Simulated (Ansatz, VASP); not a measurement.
**V: VASP beside Ansatz**

```
V
1.0
     2.62265    0.00000    0.00000
    -1.31132    2.27128    0.00000
     0.00000    0.00000    9.31986
V
4
Cartesian
  -1.3113 2.2713 9.3199
  -1.3113 2.2713 4.6599
  0.0000 1.5142 2.3300
  1.3113 0.7571 6.9899
```

Alike in both runs: task single point; functional PBEsol; k mesh 16 × 16 × 4; occupations fermi-dirac, width 0.1 eV; no spin polarisation.

|  | VASP | Ansatz |
| --- | --- | --- |
| version | VASP 6.6.1 | Ansatz 0.2.0 |
| potentials or method | VASP PAW PBE potentials, release 64 (V_sv), cutoff 520 eV | plane waves (420 eV) with PAW, scalar-relativistic |
| valence electrons in the cell | 52 | 52 |

```csv
,VASP,Ansatz,Ansatz less VASP
pressure (GPa),-6.6,-6.8,-0.14
"traceless stress, the component that is largest in VASP (GPa)",-0.23,-0.28,-0.049
```

VASP's potentials were made for PBE, not for PBEsol, and Ansatz warns of the same on its side.
